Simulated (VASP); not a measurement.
# Ca3AsP (Pm-3m) in VASP: notebook

Ca3AsP is run at these levels: revPBE, RPBE, BLYP, r2SCAN; tasks: single point.

Everything below comes from runs of VASP 6.6.1. Logs are shortened: lines on timing, memory, paths and dates and some standing lists are left out, and cuts for length are marked.

**1. The cell of the first run**

It takes space group Pm-3m (No. 221, cubic). Conventional cell: a = 5.376 Å, b = 5.376 Å, c = 5.376 Å, α = 90.00°, β = 90.00°, γ = 90.00°. As (site symmetry m-3m) has 12 Ca at 3.80 Å and 8 P at 4.66 Å within 5.0 Å. Ca (site symmetry 4/mmm) has 2 P at 2.69 Å within 3.5 Å. P (site symmetry m-3m) has 6 Ca at 2.69 Å within 3.5 Å.

**2. Single point, revPBE**

INCAR

```
SYSTEM = Ca3AsP
ALGO     = Normal         ! electronic algorithm
EDIFF    = 1E-7           ! SCF threshold, eV
ENCUT    = 520            ! plane-wave cutoff, eV
GGA      = RE             ! functional
ISIF     = 2              ! what is computed and relaxed
ISMEAR   = -1             ! smearing method
LASPH    = .TRUE.         ! aspherical terms in the spheres
LCHARG   = .FALSE.        ! write CHGCAR
LREAL    = .FALSE.        ! projectors in reciprocal space
LWAVE    = .FALSE.        ! write WAVECAR
NBANDS   = 28             ! bands
NELM     = 80             ! most SCF steps
PREC     = Accurate       ! precision mode
SIGMA    = 0.05           ! smearing width, eV
```

KPOINTS

```
k-points
0
G
  5 5 5
  0 0 0
```

POSCAR

```
Ca3AsP
1.0
    5.3758656203      0.0000000000      0.0000000000
    0.0000000000      5.3758656203      0.0000000000
    0.0000000000      0.0000000000      5.3758656203
As Ca P
1 3 1
Direct
    0.0000000000      0.0000000000      0.0000000000
    0.5000000000      0.5000000000      0.0000000000
    0.5000000000      0.0000000000      0.5000000000
    0.0000000000      0.5000000000      0.5000000000
    0.5000000000      0.5000000000      0.5000000000
```

Potentials or basis: VASP PAW PBE potentials, release 64 (As, Ca_sv, P).

Launch:

```bash
$ cat potpaw_PBE.64/As/POTCAR potpaw_PBE.64/Ca_sv/POTCAR potpaw_PBE.64/P/POTCAR > POTCAR
$ mpirun -np 1 vasp_std > vasp.out
```

OUTCAR:

```text
SYSTEM = Ca3AsP
   EDIFF = 1E-7
   ENCUT = 520
   GGA = RE
   ISIF = 2
   ISMEAR = -1
   LASPH = .TRUE.
   LREAL = .FALSE.
   NELM = 80
   PREC = Accurate

 ion  position               nearest neighbor table
   1  0.000  0.000  0.000-
   2  0.500  0.500  0.000-   5 2.69   5 2.69
   3  0.500  0.000  0.500-   5 2.69   5 2.69
   4  0.000  0.500  0.500-   5 2.69   5 2.69
   5  0.500  0.500  0.500-   2 2.69   3 2.69   4 2.69   2 2.69   3 2.69   4 2.69

  LATTYP: Found a simple cubic cell.
 ALAT       =     5.3758656203

  Lattice vectors:

 A1 = (   5.3758656203,   0.0000000000,   0.0000000000)
 A2 = (   0.0000000000,   5.3758656203,   0.0000000000)
 A3 = (   0.0000000000,   0.0000000000,   5.3758656203)

Analysis of symmetry for initial positions (statically):
=====================================================================
 Subroutine PRICEL returns:
 Original cell was already a primitive cell.

 Routine SETGRP: Setting up the symmetry group for a
 simple cubic supercell.

 Subroutine GETGRP returns: Found 48 space group operations
 (whereof 48 operations were pure point group operations)
 out of a pool of 48 trial point group operations.

The static configuration has the point symmetry O_h .

Analysis of symmetry for dynamics (positions and initial velocities):
=====================================================================
 Subroutine PRICEL returns:
 Original cell was already a primitive cell.

 Routine SETGRP: Setting up the symmetry group for a
 simple cubic supercell.

 Subroutine GETGRP returns: Found 48 space group operations
 (whereof 48 operations were pure point group operations)
 out of a pool of 48 trial point group operations.

The dynamic configuration has the point symmetry O_h .

 Subroutine INISYM returns: Found 48 space group operations
 (whereof 48 operations are pure point group operations),
 and found     1 'primitive' translations

----------------------------------------------------------------------------------------

                                     Primitive cell

  volume of cell :     155.3621

  direct lattice vectors                    reciprocal lattice vectors
     5.375865620  0.000000000  0.000000000     0.186016554  0.000000000  0.000000000
     0.000000000  5.375865620  0.000000000     0.000000000  0.186016554  0.000000000
     0.000000000  0.000000000  5.375865620     0.000000000  0.000000000  0.186016554

  length of vectors
     5.375865620  5.375865620  5.375865620     0.186016554  0.186016554  0.186016554

  position of ions in fractional coordinates (direct lattice)
     0.000000000  0.000000000  0.000000000
     0.500000000  0.500000000  0.000000000
     0.500000000  0.000000000  0.500000000
     0.000000000  0.500000000  0.500000000
     0.500000000  0.500000000  0.500000000

  ion indices of the primitive-cell ions
   primitive index   ion index
                 1           1
                 2           2
                 3           3
                 4           4
                 5           5

----------------------------------------------------------------------------------------

 KPOINTS: k-points

Automatic generation of k-mesh.
 Grid dimensions read from file:
 generate k-points for:    5    5    5

 Generating k-lattice:

  Cartesian coordinates                     Fractional coordinates (reciprocal lattice)
     0.037203311  0.000000000  0.000000000     0.200000000  0.000000000  0.000000000
     0.000000000  0.037203311  0.000000000     0.000000000  0.200000000  0.000000000
     0.000000000  0.000000000  0.037203311     0.000000000  0.000000000  0.200000000

  Length of vectors
     0.037203311  0.037203311  0.037203311

  Shift w.r.t. Gamma in fractional coordinates (k-lattice)
     0.000000000  0.000000000  0.000000000

 Subroutine IBZKPT returns following result:
 ===========================================

 Found     10 irreducible k-points:

 Following reciprocal coordinates:
            Coordinates               Weight
  0.000000  0.000000  0.000000      1.000000
  0.200000  0.000000  0.000000      6.000000
  0.400000  0.000000  0.000000      6.000000
  0.200000  0.200000  0.000000     12.000000
  0.400000  0.200000  0.000000     24.000000
  0.400000  0.400000  0.000000     12.000000
  0.200000  0.200000  0.200000      8.000000
  0.400000  0.200000  0.200000     24.000000
  0.400000  0.400000  0.200000     24.000000
  0.400000  0.400000  0.400000      8.000000
   k-points           NKPTS =     10   k-points in BZ     NKDIM =     10   number of bands    NBANDS=     28
   number of dos      NEDOS =    301   number of ions     NIONS =      5
   total plane-waves  NPLWV =  64000
   dimension x,y,z NGX =    40 NGY =   40 NGZ =   40
   dimension x,y,z NGXF=    80 NGYF=   80 NGZF=   80
   ions per type =               1   3   1
   NGX,Y,Z   is equivalent  to a cutoff of  12.37, 12.37, 12.37 a.u.
   NGXF,Y,Z  is equivalent  to a cutoff of  24.74, 24.74, 24.74 a.u.
 SYSTEM =  Ca3AsP
   PREC   = accura    normal or accurate (medium, high low for compatibility)
   ISTART =      0    job   : 0-new  1-cont  2-samecut
   ICHARG =      2    charge: 1-file 2-atom 10-const
   ISPIN  =      1    spin polarized calculation?
   LNONCOLLINEAR =      F non collinear calculations
   LSORBIT =      F    spin-orbit coupling
   LASPH  =      T    aspherical Exc in radial PAW
   ENCUT  =  520.0 eV  38.22 Ry    6.18 a.u.  10.00 10.00 10.00*2*pi/ulx,y,z
   NELM   =     80;   NELMIN=  2; NELMDL= -5     # of ELM steps
   EDIFF  = 0.1E-06   stopping-criterion for ELM
   LREAL  =      F    real-space projection
   EDIFFG = 0.1E-05   stopping-criterion for IOM
   NSW    =      0    number of steps for IOM
   IBRION =     -1    ionic relax: 0-MD 1-quasi-New 2-CG
   NFREE  =      0    steps in history (QN), initial steepest desc. (CG)
   ISIF   =      2    stress and relaxation
   ISYM   =      2    0-nonsym 1-usesym 2-fastsym
   POTIM  = 0.5000    time-step for ionic-motion
   TEBEG  =    0.0;   TEEND  =   0.0 temperature during run
   PSTRESS=    0.0 pullay stress
   NELECT =      40.0000    total number of electrons
   NUPDOWN=      -1.0000    fix difference up-down
   EMIN   =  10.00;   EMAX   =-10.00  energy-range for DOS
   EFERMI =   0.00;   METHOD = LEGACY
   ISMEAR =    -1;   SIGMA  =   0.05  broadening in eV -4-tet -1-fermi 0-gaus
   EFERMI_NEDOS =   21; number of points for ismear=-14 and -15
   IALGO  =     38    algorithm
   IMIX   =      4    mixing-type and parameters
     AMIX     =   0.40;   BMIX     =  1.00
     AMIX_MAG =   1.60;   BMIX_MAG =  1.00
  volume/ion in A,a.u.               =      31.07       209.69
  Fermi-wavevector in a.u.,A,eV,Ry     =   1.041469  1.968091 14.757669  1.084658
  Thomas-Fermi vector in A             =   2.176091
   LORBIT       =      0    0 simple, 1 ext, 2 COOP (PROOUT), +10 PAW based schemes
   GGA     = RE    functional components
   LHFCALC =     F    Hartree Fock is set to
   AEXX    =    0.0000 exact exchange contribution
   IVDW    =     0    specifies the selected vdW correction
   LEPSILON=     F    determine dielectric tensor
   LRPA    =     F    only Hartree local field effects (RPA)
 non-spin polarized calculation
  energy-cutoff  :      520.00
  volume of cell :      155.36
 maximum number of plane-waves:      4192
 NGX is ok and might be reduce to    40
   NGX = 19   NGY = 19   NGZ = 19

 number of electron      39.9999993 magnetization

 Free energy of the ion-electron system (eV)
  ---------------------------------------------------
  ext. energy  EPLUGINS =         0.00000000
  ---------------------------------------------------
  free energy    TOTEN  =       -19.04755490 eV

  energy without entropy =      -19.04665622  energy(sigma->0) =      -19.04710556

 E-fermi :   2.7311     XC(G=0):  -8.2450

 val. band max:        2.5909089579   @ k =   0.0000   0.0000   0.0000
 cond. band min:       2.8096949856   @ k =   0.0000   0.0000   0.0000
 fundamental gap:      0.2187860277
 Fermi energy:         2.7311144224

 k-point     1 :       0.0000    0.0000    0.0000
  band No.  band energies     occupation
      1     -38.7119      2.00000
      2     -38.6900      2.00000
      3     -38.6900      2.00000
      4     -19.7619      2.00000
      5     -19.7619      2.00000
      6     -19.7619      2.00000
[... 20 lines left out ...]
     27       6.1214      0.00000
     28       6.1214      0.00000

 k-point     2 :       0.2000    0.0000    0.0000
  band No.  band energies     occupation
      1     -38.7100      2.00000
      2     -38.6918      2.00000
      3     -38.6899      2.00000
      4     -19.7552      2.00000
      5     -19.7552      2.00000
      6     -19.7532      2.00000
[... 20 lines left out ...]
     27       6.0996      0.00000
     28       6.1345      0.00000

 k-point     3 :       0.4000    0.0000    0.0000
  band No.  band energies     occupation
      1     -38.7057      2.00000
      2     -38.6959      2.00000
      3     -38.6899      2.00000
      4     -19.7409      2.00000
      5     -19.7409      2.00000
      6     -19.7338      2.00000
[... 20 lines left out ...]
     27       5.8018      0.00000
     28       6.1196      0.00000

 k-point     4 :       0.2000    0.2000    0.0000
  band No.  band energies     occupation
      1     -38.7083      2.00000
      2     -38.6924      2.00000
      3     -38.6909      2.00000
      4     -19.7609      2.00000
      5     -19.7486      2.00000
      6     -19.7382      2.00000
[... 144 lines left out ...]
     27       5.8116      0.00000
     28       6.1555      0.00000

 k-point     9 :       0.4000    0.4000    0.2000
  band No.  band energies     occupation
      1     -38.7001      2.00000
      2     -38.6964      2.00000
      3     -38.6949      2.00000
      4     -19.7689      2.00000
      5     -19.7600      2.00000
      6     -19.7464      2.00000
[... 20 lines left out ...]
     27       5.9746      0.00000
     28       6.1384      0.00000

 k-point    10 :       0.4000    0.4000    0.4000
  band No.  band energies     occupation
      1     -38.6985      2.00000
      2     -38.6964      2.00000
      3     -38.6964      2.00000
      4     -19.7932      2.00000
      5     -19.7645      2.00000
      6     -19.7645      2.00000
[... 20 lines left out ...]
     27       5.7251      0.00000
     28       6.5787      0.00000

------------------------ aborting loop because EDIFF is reached ----------------------------------------

  FORCE on cell =-STRESS in cart. coord.  units (eV):
  Direction    XX          YY          ZZ          XY          YZ          ZX
  --------------------------------------------------------------------------------------
  -------------------------------------------------------------------------------------
  Total        0.0910086      0.0910086      0.0910086     -0.0000000     -0.0000000     -0.0000000
  in kB        0.9385287      0.9385287      0.9385287     -0.0000000     -0.0000000     -0.0000000
  external PRESSURE =       0.9385287 kB  Pullay stress =       0.0000000 kB

 VOLUME and BASIS-vectors are now :
 -----------------------------------------------------------------------------
  energy-cutoff  :      520.00
  volume of cell :      155.36
      direct lattice vectors                 reciprocal lattice vectors
     5.375865620  0.000000000  0.000000000     0.186016554  0.000000000  0.000000000
     0.000000000  5.375865620  0.000000000     0.000000000  0.186016554  0.000000000
     0.000000000  0.000000000  5.375865620     0.000000000  0.000000000  0.186016554

 POSITION                                       TOTAL-FORCE (eV/Angst)
 -----------------------------------------------------------------------------------
      0.00000      0.00000      0.00000         0.000000      0.000000      0.000000
      2.68793      2.68793      0.00000         0.000000      0.000000      0.000000
      2.68793      0.00000      2.68793         0.000000      0.000000      0.000000
      0.00000      2.68793      2.68793         0.000000      0.000000      0.000000
      2.68793      2.68793      2.68793         0.000000      0.000000      0.000000
 -----------------------------------------------------------------------------------
    total drift:                               -0.000000     -0.000000     -0.000000

  FREE ENERGIE OF THE ION-ELECTRON SYSTEM (eV)
  ---------------------------------------------------
  free  energy   TOTEN  =       -19.0475549031 eV

  energy  without entropy=      -19.0466562172  energy(sigma->0) =      -19.04710556
```

It took 21 s on 1 thread of Intel Xeon 6975P-C (Granite Rapids), shared host; peak memory 0.25 GiB.

Results:

```yaml
Free_energy: -19.0476 eV
Pressure: 0.1 GPa
Band_gap_on_the_k_mesh: 0.22 eV, direct
```

Caveat: the PAW data sets were made with another functional, which shifts forces and pressure a little.

(Continued in part 2 of 2.)
